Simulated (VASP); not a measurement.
# ZnS (F-43m) in VASP: a series of runs

Runs on ZnS. Level: PBEsol. Tasks: relaxation of cell and atoms, single point.

All numbers are computed with VASP 6.6.1; they aren't measurements. Logs are shortened: lines on timing, memory, paths and dates and some standing lists are left out, and cuts for length are marked.

## 1. The cell of the first run

It takes space group F-43m (No. 216, cubic). The conventional cell has a = 5.407 Å, b = 5.407 Å, c = 5.407 Å, α = 90.00°, β = 90.00°, γ = 90.00°. Within 3.1 Å of Zn (site symmetry -43m) lie 4 S at 2.34 Å. S (site symmetry -43m) has 4 Zn at 2.34 Å within 3.1 Å.

## 2. Relaxation of cell and atoms, PBEsol

File INCAR:

```
ALGO = Normal
EDIFF = 1E-7
EDIFFG = -0.01
ENCUT = 500
GGA = PS
GGA_COMPAT = False
IBRION = 2
ISIF = 3
ISMEAR = 0
LASPH = True
LCHARG = False
LREAL = False
LWAVE = False
NELM = 120
NELMIN = 4
NSW = 80
PREC = Accurate
SIGMA = 0.02
```

File KPOINTS:

```
k-points
0
Gamma
  10 10 10
```

File POSCAR:

```
ZnS
1.0
    0.0000000000      2.7036191263      2.7036191263
    2.7036191263      0.0000000000      2.7036191263
    2.7036191263      2.7036191263      0.0000000000
Zn S
1 1
Direct
    0.0000000000      0.0000000000      0.0000000000
    0.2500000000      0.2500000000      0.2500000000
```

Potentials or basis: VASP PAW PBE potentials, release 64 (Zn, S).

Command:

```console
$ cat potpaw_PBE.64/Zn/POTCAR potpaw_PBE.64/S/POTCAR > POTCAR
$ mpirun -np 1 vasp_std > vasp.out
```

OUTCAR:

```text
EDIFF = 1E-7
   EDIFFG = -0.01
   ENCUT = 500
   GGA = PS
   IBRION = 2
   ISIF = 3
   ISMEAR = 0
   LASPH = True
   LREAL = False
   NELM = 120
   NELMIN = 4
   NSW = 80
   PREC = Accurate

 ion  position               nearest neighbor table
   1  0.000  0.000  0.000-   2 2.34   2 2.34   2 2.34   2 2.34
   2  0.250  0.250  0.250-   1 2.34   1 2.34   1 2.34   1 2.34

  LATTYP: Found a face centered cubic cell.
 ALAT       =     5.4072382526

  Lattice vectors:

 A1 = (   0.0000000000,   2.7036191263,   2.7036191263)
 A2 = (   2.7036191263,   0.0000000000,   2.7036191263)
 A3 = (   2.7036191263,   2.7036191263,   0.0000000000)

Analysis of symmetry for initial positions (statically):
=====================================================================
 Subroutine PRICEL returns:
 Original cell was already a primitive cell.

 Routine SETGRP: Setting up the symmetry group for a
 face centered cubic supercell.

 Subroutine GETGRP returns: Found 24 space group operations
 (whereof 24 operations were pure point group operations)
 out of a pool of 48 trial point group operations.

The static configuration has the point symmetry T_d .

Analysis of symmetry for dynamics (positions and initial velocities):
=====================================================================
 Subroutine PRICEL returns:
 Original cell was already a primitive cell.

 Routine SETGRP: Setting up the symmetry group for a
 face centered cubic supercell.

 Subroutine GETGRP returns: Found 24 space group operations
 (whereof 24 operations were pure point group operations)
 out of a pool of 48 trial point group operations.

The dynamic configuration has the point symmetry T_d .

 Subroutine INISYM returns: Found 24 space group operations
 (whereof 24 operations are pure point group operations),
 and found     1 'primitive' translations

----------------------------------------------------------------------------------------

                                     Primitive cell

  volume of cell :      39.5245

  direct lattice vectors                    reciprocal lattice vectors
     0.000000000  2.703619126  2.703619126    -0.184937292  0.184937292  0.184937292
     2.703619126  0.000000000  2.703619126     0.184937292 -0.184937292  0.184937292
     2.703619126  2.703619126  0.000000000     0.184937292  0.184937292 -0.184937292

  length of vectors
     3.823494836  3.823494836  3.823494836     0.320320786  0.320320786  0.320320786

  position of ions in fractional coordinates (direct lattice)
     0.000000000  0.000000000  0.000000000
     0.250000000  0.250000000  0.250000000

  ion indices of the primitive-cell ions
   primitive index   ion index
                 1           1
                 2           2

----------------------------------------------------------------------------------------

 KPOINTS: k-points

Automatic generation of k-mesh.
 Grid dimensions read from file:
 generate k-points for:   10   10   10

 Generating k-lattice:

  Cartesian coordinates                     Fractional coordinates (reciprocal lattice)
    -0.018493729  0.018493729  0.018493729     0.100000000  0.000000000  0.000000000
     0.018493729 -0.018493729  0.018493729     0.000000000  0.100000000  0.000000000
     0.018493729  0.018493729 -0.018493729     0.000000000  0.000000000  0.100000000

  Length of vectors
     0.032032079  0.032032079  0.032032079

  Shift w.r.t. Gamma in fractional coordinates (k-lattice)
     0.000000000  0.000000000  0.000000000

 Subroutine IBZKPT returns following result:
 ===========================================

 Found     47 irreducible k-points:

 Following reciprocal coordinates:
            Coordinates               Weight
  0.000000  0.000000  0.000000      1.000000
  0.100000  0.000000  0.000000      8.000000
  0.200000  0.000000  0.000000      8.000000
  0.300000  0.000000  0.000000      8.000000
  0.400000  0.000000  0.000000      8.000000
  0.500000  0.000000  0.000000      4.000000
[... 16 lines left out ...]
  0.300000  0.300000  0.000000      6.000000
  0.400000  0.300000  0.000000     24.000000
 [... further k-points ...]
   k-points           NKPTS =     47   k-points in BZ     NKDIM =     47   number of bands    NBANDS=     13
   number of dos      NEDOS =    301   number of ions     NIONS =      2
   total plane-waves  NPLWV =  21952
   dimension x,y,z NGX =    28 NGY =   28 NGZ =   28
   dimension x,y,z NGXF=    56 NGYF=   56 NGZF=   56
   ions per type =               1   1
   NGX,Y,Z   is equivalent  to a cutoff of  12.17, 12.17, 12.17 a.u.
   NGXF,Y,Z  is equivalent  to a cutoff of  24.35, 24.35, 24.35 a.u.
 SYSTEM =  unknown system
   PREC   = accura    normal or accurate (medium, high low for compatibility)
   ISTART =      0    job   : 0-new  1-cont  2-samecut
   ICHARG =      2    charge: 1-file 2-atom 10-const
   ISPIN  =      1    spin polarized calculation?
   LNONCOLLINEAR =      F non collinear calculations
   LSORBIT =      F    spin-orbit coupling
   LASPH  =      T    aspherical Exc in radial PAW
   ENCUT  =  500.0 eV  36.75 Ry    6.06 a.u.   6.97  6.97  6.97*2*pi/ulx,y,z
   NELM   =    120;   NELMIN=  4; NELMDL= -5     # of ELM steps
   EDIFF  = 0.1E-06   stopping-criterion for ELM
   LREAL  =      F    real-space projection
   EDIFFG = -.1E-01   stopping-criterion for IOM
   NSW    =     80    number of steps for IOM
   IBRION =      2    ionic relax: 0-MD 1-quasi-New 2-CG
   NFREE  =      1    steps in history (QN), initial steepest desc. (CG)
   ISIF   =      3    stress and relaxation
   ISYM   =      2    0-nonsym 1-usesym 2-fastsym
   POTIM  = 0.5000    time-step for ionic-motion
   TEBEG  =    0.0;   TEEND  =   0.0 temperature during run
   PSTRESS=    0.0 pullay stress
   NELECT =      18.0000    total number of electrons
   NUPDOWN=      -1.0000    fix difference up-down
   EMIN   =  10.00;   EMAX   =-10.00  energy-range for DOS
   EFERMI =   0.00;   METHOD = LEGACY
   ISMEAR =     0;   SIGMA  =   0.02  broadening in eV -4-tet -1-fermi 0-gaus
   EFERMI_NEDOS =   21; number of points for ismear=-14 and -15
   IALGO  =     38    algorithm
   IMIX   =      4    mixing-type and parameters
     AMIX     =   0.40;   BMIX     =  1.00
     AMIX_MAG =   1.60;   BMIX_MAG =  1.00
  volume/ion in A,a.u.               =      19.76       133.36
  Fermi-wavevector in a.u.,A,eV,Ry     =   1.259535  2.380176 21.584661  1.586428
  Thomas-Fermi vector in A             =   2.393090
   LORBIT       =      0    0 simple, 1 ext, 2 COOP (PROOUT), +10 PAW based schemes
   GGA     = PS    functional components
   LHFCALC =     F    Hartree Fock is set to
   AEXX    =    0.0000 exact exchange contribution
   IVDW    =     0    specifies the selected vdW correction
   LEPSILON=     F    determine dielectric tensor
   LRPA    =     F    only Hartree local field effects (RPA)
 conjugate gradient relaxation of ions
 non-spin polarized calculation
 Gauss-broadening in eV      SIGMA  =   0.02
  energy-cutoff  :      500.00
  volume of cell :       39.52
 maximum number of plane-waves:      1018
   NGX = 13   NGY = 13   NGZ = 13

--------------------------------------- Ionic step        1  -------------------------------------------

 number of electron      17.9999999 magnetization

 Free energy of the ion-electron system (eV)
  ---------------------------------------------------
  ext. energy  EPLUGINS =         0.00000000
  ---------------------------------------------------
  free energy    TOTEN  =        -7.58283303 eV

  energy without entropy =       -7.58283303  energy(sigma->0) =       -7.58283303

------------------------ aborting loop because EDIFF is reached ----------------------------------------

  FORCE on cell =-STRESS in cart. coord.  units (eV):
  Direction    XX          YY          ZZ          XY          YZ          ZX
  --------------------------------------------------------------------------------------
  -------------------------------------------------------------------------------------
  Total       -0.4747940     -0.4747940     -0.4747940      0.0000000      0.0000000     -0.0000000
  in kB      -19.2463918    -19.2463918    -19.2463918      0.0000000      0.0000000     -0.0000000
  external PRESSURE =     -19.2463918 kB  Pullay stress =       0.0000000 kB
[... 21 lines left out ...]
  energy  without entropy=       -7.5828330324  energy(sigma->0) =       -7.58283303

--------------------------------------- Ionic step        2  -------------------------------------------

 number of electron      18.0000018 magnetization

 E-fermi :   2.4347     XC(G=0): -10.0043

 val. band max:        2.3249072728   @ k =   0.0000   0.0000   0.0000
 cond. band min:       4.4453001705   @ k =   0.0000   0.0000   0.0000
 fundamental gap:      2.1203928977
 Fermi energy:         2.4347321359

 k-point     1 :       0.0000    0.0000    0.0000
  band No.  band energies     occupation
      1     -11.0658      2.00000
      2      -4.1851      2.00000
      3      -4.1851      2.00000
      4      -4.1851      2.00000
      5      -3.6464      2.00000
      6      -3.6464      2.00000
      7       2.3249      2.00000
      8       2.3249      2.00000
      9       2.3249      2.00000
     10       4.4453      0.00000
     11       8.6082      0.00000
     12       8.6082      0.00000
     13       8.6082      0.00000
[... 401 lines left out ...]
  energy  without entropy=       -7.5883398722  energy(sigma->0) =       -7.58833987

--------------------------------------- Ionic step        3  -------------------------------------------

 number of electron      18.0000014 magnetization

 Free energy of the ion-electron system (eV)
  ---------------------------------------------------
  ext. energy  EPLUGINS =         0.00000000
  ---------------------------------------------------
  free energy    TOTEN  =        -7.58905934 eV

  energy without entropy =       -7.58905934  energy(sigma->0) =       -7.58905934

 E-fermi :   2.3494     XC(G=0):  -9.9634

 val. band max:        2.2413412299   @ k =   0.0000   0.0000   0.0000
 cond. band min:       4.3238445968   @ k =   0.0000   0.0000   0.0000
 fundamental gap:      2.0825033669
 Fermi energy:         2.3494265530

 k-point     1 :       0.0000    0.0000    0.0000
  band No.  band energies     occupation
      1     -11.0860      2.00000
      2      -4.2307      2.00000
      3      -4.2307      2.00000
      4      -4.2307      2.00000
      5      -3.7025      2.00000
      6      -3.7025      2.00000
      7       2.2413      2.00000
      8       2.2413      2.00000
      9       2.2413      2.00000
     10       4.3238      0.00000
     11       8.5317      0.00000
     12       8.5317      0.00000
     13       8.5317      0.00000
[... 397 lines left out ...]
  FREE ENERGIE OF THE ION-ELECTRON SYSTEM (eV)
  ---------------------------------------------------
  free  energy   TOTEN  =        -7.5890593436 eV

  energy  without entropy=       -7.5890593436  energy(sigma->0) =       -7.58905934

 reached required accuracy - stopping structural energy minimisation
```

It took 94 s on 1 thread of Intel Xeon 8259CL, shared host; peak memory 0.17 GiB.

What came out:

- Free energy: -7.5891 eV
- Relaxed volume: 19.26 Å³/atom
- Relaxed cell: a = 3.791 Å, b = 3.791 Å, c = 3.791 Å, α = 60.00°, β = 60.00°, γ = 60.00°
- Space group after relaxing (to 0.1 Å): F-43m (No. 216)
- Energy gained by relaxing: 3.1 meV/atom
- Ionic steps: 3
- Pressure after relaxing: 0.0 GPa
- Band gap on the k mesh: 2.08 eV

The path:
```tsv
step	energy change (eV)	largest force (eV/Å)	pressure (GPa)	volume (Å³)
1	0.0000	0.0000	-1.92	39.52
2	-0.0055	0.0000	0.70	38.18
3	-0.0062	0.0000	0.01	38.51
```

Final structure:
```cif
data_structure
_symmetry_space_group_name_H-M 'P 1'
_symmetry_Int_Tables_number 1
_cell_length_a 3.7906
_cell_length_b 3.7906
_cell_length_c 3.7906
_cell_angle_alpha 60.000
_cell_angle_beta 60.000
_cell_angle_gamma 60.000
_cell_volume 38.51
loop_
_atom_site_label
_atom_site_type_symbol
_atom_site_fract_x
_atom_site_fract_y
_atom_site_fract_z
_atom_site_occupancy
Zn1 Zn 0.00000 0.00000 0.00000 1
S1 S 0.25000 0.25000 0.25000 1
```

Caveat: the PAW data sets were made with another functional, which shifts forces and pressure a little.

## 3. Single point, PBEsol

This run uses another cell than the first one, of 19.20 Å³/atom.

File INCAR:

```
  PREC = Accurate
  ENCUT = 500
  EDIFF = 1E-6
  ISMEAR = 0
  SIGMA = 0.02
  LREAL = F
  LASPH = T
  NELM = 120
  ALGO = Normal
  ISIF = 2
  LWAVE = F
  LCHARG = F
  GGA = PS
  NBANDS = 16
  ISYM = 0
  GGA_COMPAT = F
```

File KPOINTS:

```
Automatic mesh
0
Gamma
  10 10 10
  0.5 0.5 0.5
```

File POSCAR:

```
ZnS
1.0
    0.0000000000      2.6777057678      2.6777057678
    2.6777057678      0.0000000000      2.6777057678
    2.6777057678      2.6777057678      0.0000000000
Zn S
1 1
Direct
    0.0000000000      0.0000000000      0.0000000000
    0.2500000000      0.2500000000      0.2500000000
```

Potentials or basis: VASP PAW PBE potentials, release 64 (Zn, S).

Command:

```console
$ cat potpaw_PBE.64/Zn/POTCAR potpaw_PBE.64/S/POTCAR > POTCAR
$ mpirun -np 1 vasp_std > vasp.out
```

Run time: 27 min. Hardware: 1 thread of Intel Xeon 8259CL, shared host; peak memory 1.1 GiB.

The run converged. Its results:

```
Free energy            : -7.5887 eV
Pressure               : 0.2 GPa
Band gap on the k mesh : 2.33 eV
```

Levels at points of the mesh, in eV from the valence-band top:
```
           k point  band 5  band 6  band 7  band 8  band 9  band 10  band 11  band 12  band 13  band 14
(0.05, 0.05, 0.05)   -5.93   -5.93   -0.23    0.00    0.00     2.33     6.28     6.36     6.36    11.64
```

Caveat: the PAW data sets were made with another functional, which shifts forces and pressure a little; a shifted mesh leaves out Γ, where band edges can lie.
